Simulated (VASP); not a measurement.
PbS, 4 atoms in the cell. The cell holds a slab with vacuum, 4 atoms: a = 4.089 Å, b = 4.089 Å, c = 11.758 Å, α = 93.71°, β = 93.71°, γ = 89.21°.  This cell differs from its parent crystal: equal xx and yy strain of -1 %.

* Program: VASP 6.6.1
* Task: single point
* Functional: PBE
* Potentials or basis: VASP PAW PBE potentials, release 64 (Pb_d, S)
* Cutoff: 520 eV
* k mesh: 7 × 7 × 3
* Occupations: fermi-dirac, width 0.01 eV
* Spin: no spin polarisation
* Dipole correction: no
* Further INCAR settings: ALGO = Normal; EDIFF = 1e-06; NBANDS = 28

Potentials or basis: VASP PAW PBE potentials, release 64 (Pb_d, S).

Command:

```sh
$ cat potpaw_PBE.64/Pb_d/POTCAR potpaw_PBE.64/S/POTCAR > POTCAR
$ mpirun -np 1 vasp_std > vasp.out
```

Hardware: 1 thread of Intel Xeon 8259CL, with other jobs on the host.

Q: How long does it take, and how much memory?

A: Run time: 6.1 min on 1 thread of Intel Xeon 8259CL (shared host), peak memory 0.38 GiB. Counts: scf iterations 17, k points 44.
